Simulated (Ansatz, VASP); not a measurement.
# One calculation of Co, two programs

```
Co
1.0
    -1.36083    1.36083    1.36083
     1.36083   -1.36083    1.36083
     1.36083    1.36083   -1.36083
Co
1
Direct
  0.00000 0.00000 0.00000
```

Alike in both runs: task single point; functional r2SCAN; k mesh 18 × 18 × 18; occupations fermi-dirac, width 0.05 eV; collinear spin.

|  | VASP | Ansatz |
| --- | --- | --- |
| version | VASP 6.6.1 | Ansatz 0.2.0 |
| potentials or method | VASP PAW PBE potentials, release 64 (Co), cutoff 520 eV | plane waves (500 eV) with PAW, scalar-relativistic |
| valence electrons in the cell | 9 | 17 |

```csv
,VASP,Ansatz,Ansatz less VASP
pressure (GPa),21.4,21.9,+0.56
net moment per atom (μB),1.87,1.89,+0.019
size of the moment on the site where the two differ most (μB),1.91,1.99,+0.081
```

VASP's potentials were made for PBE, not for r2SCAN. Site moments also hang on the region over which each program counts them. The functional is the same, so the differences come from potentials, cutoffs and numerics. VASP's potentials hold 9 valence electrons a cell and Ansatz's 17, so a difference there can come from the potentials and not from the codes. Ansatz's warnings: stability check not made.
